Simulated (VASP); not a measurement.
Set up this calculation in VASP 6.6.1, as the native input.

| Item | Value |
| --- | --- |
| Task | relaxation of the atoms |
| Functional | PBE |
| Dispersion | D3(BJ) |
| Potentials or basis | VASP PAW PBE potentials, release 64 (B, N) |
| Cutoff | 520 eV |
| k mesh | 12 × 12 × 1 |
| Occupations | gaussian, width 0.05 eV |
| Spin | no spin polarisation |
| Dipole correction | yes |
| Further INCAR settings | ALGO = Normal; EDIFF = 1e-07; IBRION = 2; EDIFFG = -0.04; NSW = 60 |

The structure of BN lies in POSCAR:

```
BN
1.0
    2.5039917000      0.0000000000      0.0000000000
   -1.2519958500      2.1685204300      0.0000000000
    0.0000000000      0.0000000000     23.3305999855
B N
2 2
Direct
    0.6666666700      0.3333333300      0.4286216388
    0.3333333300      0.6666666700      0.5713783612
    0.3333333300      0.6666666700      0.4286216388
    0.6666666700      0.3333333300      0.5713783612
```

The input as run:

INCAR

```
  ALGO = Normal
  DIPOL = 0.5 0.5 0.500
  EDIFF = 1E-7
  EDIFFG = -0.04
  ENCUT = 520
  GGA = PE
  IBRION = 2
  IDIPOL = 3
  ISIF = 2
  ISMEAR = 0
  IVDW = 12
  LASPH = T
  LCHARG = F
  LDIPOL = T
  LREAL = F
  LWAVE = F
  NELM = 60
  NSW = 60
  PREC = Accurate
  SIGMA = 0.05
```

KPOINTS

```
k-points
0
Gamma
  12 12 1
```

Potentials or basis: VASP PAW PBE potentials, release 64 (B, N).

Run with:

```console
$ cat potpaw_PBE.64/B/POTCAR potpaw_PBE.64/N/POTCAR > POTCAR
$ mpirun -np 1 vasp_std > vasp.out
```

Results of the run:

- Largest force after relaxing: 0.027 eV/Å
- Band gap on the k mesh: 4.50 eV, indirect (least direct gap 4.74 eV)
- Dispersion energy per atom: -0.106 eV

Caveat: the relaxation stopped at its first step, so nothing moved.

Wall time 41 s on 1 thread of Intel(R) Xeon(R) Platinum 8375C CPU @ 2.90GHz (Ice Lake), with other jobs on the host, peak memory 0.25 GiB.
